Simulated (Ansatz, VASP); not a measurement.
# CdSe: VASP beside Ansatz

The input INCAR:

```
ALGO     = Normal         # electronic algorithm
EDIFF    = 1E-6           # SCF threshold, eV
ENCUT    = 520            # plane-wave cutoff, eV
GGA      = PE             # functional
ISIF     = 2              # what is computed and relaxed
ISMEAR   = -1             # smearing method
LASPH    = T              # aspherical terms in the spheres
LCHARG   = F              # write CHGCAR
LREAL    = F              # projectors in reciprocal space
LWAVE    = F              # write WAVECAR
NBANDS   = 26             # bands
NELM     = 80             # most SCF steps
PREC     = Accurate       # precision mode
SIGMA    = 0.02           # smearing width, eV
```

KPOINTS

```
k-points
0
Gamma
  12 12 4
```

File POSCAR:

```
CdSe
1.0
    4.2973164254      0.0000000000      0.0000000000
   -2.1486582127      3.7591769621      0.0000000000
    0.0000000000      0.0000000000      7.0766459854
Cd Se
2 2
Direct
    0.3329848799      0.6659697597      0.0000891783
    0.6670151201      0.3340302403      0.5000891783
    0.3351368594      0.6702737189      0.3749108217
    0.6648631406      0.3297262811      0.8749108217
```

Input for Ansatz:

```yaml
crystal:
  lattice:
    - [4.2973164254, 0.0, 0.0]
    - [-2.1486582127, 3.7591769621, 0.0]
    - [0.0, 0.0, 7.0766459854]
  atoms:
    - { symbol: Cd, position: [0.3329848799, 0.6659697597, 8.91783e-05] }
    - { symbol: Cd, position: [0.6670151201, 0.3340302403, 0.5000891783] }
    - { symbol: Se, position: [0.3351368594, 0.6702737189, 0.3749108217] }
    - { symbol: Se, position: [0.6648631406, 0.3297262811, 0.8749108217] }
kpoints:
  mp_grid: { grid: [12, 12, 4] }
  band_path:
    path:
      - [0.0, 0.0, 0.0]
      - [0.5, 0.0, 0.0]
      - [0.3333333333, 0.3333333333, 0.0]
      - [0.0, 0.0, 0.5]
      - [0.5, 0.0, 0.5]
      - [0.3333333333, 0.3333333333, 0.5]
    npoints: 1
hamiltonian:
  xc: pbe
scf:
  occupations: { method: fermi_dirac, width: 0.02 }
  n_extra_bands: 5
output:
  forces: true
  stress: true
  eigenvalues: true
```

Change from the starting cell: uniaxial_x strain -1.0%.

Alike in both runs: task single point; functional PBE; k mesh 12 × 12 × 4; occupations fermi-dirac, width 0.02 eV; no spin polarisation.

```csv
,VASP,Ansatz
version,VASP 6.6.1,Ansatz 0.2.0
potentials or method,"VASP PAW PBE potentials, release 64 (Cd, Se)","plane waves, PAW"
plane-wave cutoff (eV),520,420
valence electrons in the cell,36,72
```

```csv
,VASP,Ansatz,Ansatz less VASP
pressure (GPa),2.3,2.0,-0.29
"traceless stress, the component that is largest in VASP (GPa)",0.18,0.18,0.000
```

With one functional, cell and mesh, what is left measures potentials, basis and numerics. VASP's potentials hold 36 valence electrons a cell and Ansatz's 72, so a difference there can come from the potentials and not from the codes.
